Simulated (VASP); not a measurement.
Runs of VASP 6.6.1 on WC. Symmetry: Fm-3m, No. 225, cubic system. Conventional cell: a = 4.385 Å, b = 4.385 Å, c = 4.385 Å, α = 90.00°, β = 90.00°, γ = 90.00°. Within 2.9 Å of W (site symmetry m-3m) lie 6 C at 2.19 Å. Within 2.9 Å of C (site symmetry m-3m) lie 6 W at 2.19 Å. 

| smearing | gap on the mesh (eV) | pressure (GPa) |
| --- | --- | --- |
| gaussian 0.5 eV | none | -8.7 |
| gaussian 0.1 eV | none | (a) |
| gaussian 0.2 eV | none | -9.3 |
| gaussian 0.3 eV | none | -9.1 |

Alike in all rows: task single point; level PBEsol; potentials or basis VASP PAW PBE potentials, release 64 (W_sv, C); no spin polarisation; cell as given; k mesh 7 × 7 × 7; cutoff (eV) 520.

Problem. Fill in the values left out.

Solution. (a) -9.4.

Caveats: the PAW data sets were made with another functional, which shifts forces and pressure a little; spin-orbit coupling is left out, which moves the levels of the heavy elements.

A k mesh can miss the band edges, and the runs leave out spin-orbit coupling on W.

A gap of «none» marks levels without a gap at the run's occupations.
